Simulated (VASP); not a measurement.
ZnS, 2 atoms in the cell. Symmetry: R3m, No. 160, trigonal system. Conventional cell: a = 3.788 Å, b = 3.788 Å, c = 9.278 Å, α = 90.00°, β = 90.00°, γ = 120.00°. Within 2.9 Å of Zn (site symmetry 3m) lie 4 S at 2.19 to 2.36 Å. S (site symmetry 3m) has 4 Zn at 2.19 to 2.36 Å within 2.9 Å.  This cell differs from its parent crystal: all S atoms moved +0.125 Å, as atom 2 towards its neighbour atom 1 (Zn) at 2.319 Å.

```yaml
Program: VASP 6.6.1
Task: single point
Functional: PBEsol
Potentials_or_basis: VASP PAW PBE potentials, release 64 (Zn, S)
Cutoff: 520 eV
k_mesh: 10 × 10 × 10
Occupations: gaussian, width 0.05 eV
Spin: no spin polarisation
Dipole_correction: no
Further_INCAR_settings: ALGO = Normal; EDIFF = 1e-06; NBANDS = 16
```

Potentials or basis: VASP PAW PBE potentials, release 64 (Zn, S).

Launch:

```sh
$ cat potpaw_PBE.64/Zn/POTCAR potpaw_PBE.64/S/POTCAR > POTCAR
$ mpirun -np 1 vasp_std > vasp.out
```

Hardware: 1 thread of Intel Xeon 8259CL (shared host).

Q: How long does it take, and how much memory?

A: It took 86 s on 1 thread of Intel Xeon 8259CL, on a shared host, peak memory 0.2 GiB. Counts: scf iterations 12, k points 116.
